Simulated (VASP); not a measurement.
TaN: single point with PBE0

TaN:

```
CELL_PARAMETERS angstrom
2.87802 0.00000 0.00000
-1.43901 2.49244 0.00000
0.00000 0.00000 2.82415
ATOMIC_POSITIONS crystal
Ta 0.00000 0.00000 0.50000
N 0.66667 0.33333 0.00000
```

| Quantity | Value |
| --- | --- |
| Program | VASP 6.6.1 |
| Task | single point |
| Functional | PBE0 |
| Potentials or basis | VASP PAW PBE potentials, release 64 (Ta_pv, N) |
| Cutoff | 520 eV |
| k mesh | 6 × 6 × 6 |
| Occupations | fermi-dirac, width 0.05 eV |
| Spin | no spin polarisation |
| Dipole correction | no |
| Grid for exact exchange (PRECFOCK) | Normal |
| Further INCAR settings | ALGO = Normal; EDIFF = 1e-06; NBANDS = 15 |
| Share of exact exchange | 0.25 |

* Pressure: 21.4 GPa
* Band gap on the k mesh: zero (bands 8 and 9 overlap by 0.87 eV)

Stress tensor (GPa, compression positive):
```
20.44  0.00  0.00
 0.00 20.44  0.00
 0.00  0.00 23.44
```

Levels at points of the mesh, in eV from the Fermi level:
| k point | band 6 | band 7 | band 8 | band 9 | band 10 | band 11 |
| --- | --- | --- | --- | --- | --- | --- |
| (0.00, 0.00, 0.00) | -6.69 | -6.23 | -4.68 | 3.03 | 4.37 | 4.37 |
| (0.50, 0.00, 0.00) | -7.39 | -5.35 | -5.02 | 3.76 | 4.90 | 6.26 |
| (0.00, 0.00, 0.50) | -5.68 | -5.68 | -0.81 | -0.81 | 2.66 | 3.99 |
| (0.50, 0.00, 0.50) | -8.47 | -8.01 | -1.66 | 5.18 | 6.39 | 7.15 |

Run time: 25 min on 1 thread of AMD EPYC 7R13 Processor (Zen 3), with other jobs on the host, peak memory 0.13 GiB.

Caveat: the k points lie up to 0.42 Å⁻¹ apart, too coarse for converged energies and pressures of a metal; the PAW data sets were made with another functional, which shifts forces and pressure a little; spin-orbit coupling is left out, which moves the levels of the heavy elements.
